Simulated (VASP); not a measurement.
## MgH2Ir2: single point with PBE

Crystal: MgH2Ir2.

```xyz
5
Lattice="2.8016 0.0000 0.0000 -1.4008 2.4263 0.0000 0.0000 0.0000 8.0312" Properties=species:S:1:pos:R:3 pbc="T T T"
Mg    0.0000    0.0000    4.0156
H     0.0000    1.6175    0.0000
H     1.4008    0.8088    0.0000
Ir    0.0000    0.0000    6.5772
Ir    0.0000    0.0000    1.4540
```

The cell was generated, and may not be a known phase.

```yaml
Program: VASP 6.6.1
Task: single point
Functional: PBE
Potentials_or_basis: VASP PAW PBE potentials, release 64 (Mg, H, Ir)
Cutoff: 520 eV
k_mesh: 18 × 18 × 6
Occupations: gaussian, width 0.1 eV
Spin: collinear spin
Starting_moments: "[0.0, 0.0, 0.0, 0.29, 0.29] μB"
```

```yaml
Pressure: 0.2 GPa
Largest_force: 0.033 eV/Å
Band_gap_on_the_k_mesh: zero (filled and empty bands overlap)
Net_moment: 0.00 μB per cell
Valence_electrons_inside_the_program's_atomic_spheres: Mg 0.45; H 0.43; Ir 8.21
```

Forces in eV/Å, atoms in the order of the input:
```
Mg   0.000  0.000  0.000
H    0.000  0.000  0.000
H    0.000  0.000  0.000
Ir   0.000  0.000 -0.033
Ir   0.000  0.000  0.033
```

Stress tensor (GPa, compression positive):
```
 0.28  0.00  0.00
 0.00  0.28  0.00
 0.00  0.00 -0.08
```

Levels at points of the mesh, in eV from the Fermi level:
Spin up:
| k point | band 7 | band 8 | band 9 | band 10 | band 11 | band 12 | band 13 | band 14 | band 15 | band 16 |
| --- | --- | --- | --- | --- | --- | --- | --- | --- | --- | --- |
| (0.00, 0.00, 0.00) | -2.75 | -2.53 | -2.53 | -0.63 | -0.63 | 0.14 | 0.14 | 1.81 | 4.38 | 5.24 |
| (0.50, 0.00, 0.00) | -1.64 | -0.78 | -0.56 | -0.39 | 1.25 | 1.31 | 1.57 | 1.99 | 3.06 | 5.15 |
| (0.00, 0.00, 0.50) | -2.75 | -2.54 | -2.54 | -0.64 | -0.64 | 0.14 | 0.14 | 0.95 | 5.23 | 6.87 |
| (0.50, 0.00, 0.50) | -1.64 | -1.64 | -0.57 | -0.01 | 0.71 | 1.25 | 1.31 | 2.75 | 3.43 | 5.10 |
Spin down:
```csv
k point,band 8,band 9,band 10,band 11,band 12,band 13,band 14,band 15
"(0.00, 0.00, 0.00)",-2.53,-2.53,-0.63,-0.63,0.14,0.14,1.81,4.38
"(0.50, 0.00, 0.00)",-0.78,-0.56,-0.39,1.25,1.31,1.57,1.99,3.06
"(0.00, 0.00, 0.50)",-2.54,-2.54,-0.64,-0.64,0.14,0.14,0.95,5.23
"(0.50, 0.00, 0.50)",-1.64,-0.57,-0.01,0.71,1.25,1.31,2.75,3.43
```

Run time: 9.5 min on 1 thread of Oxide Virtual Turin-like Processor, with other jobs on the host, peak memory 0.4 GiB.

Caveat: spin-orbit coupling is left out, which moves the levels of the heavy elements.
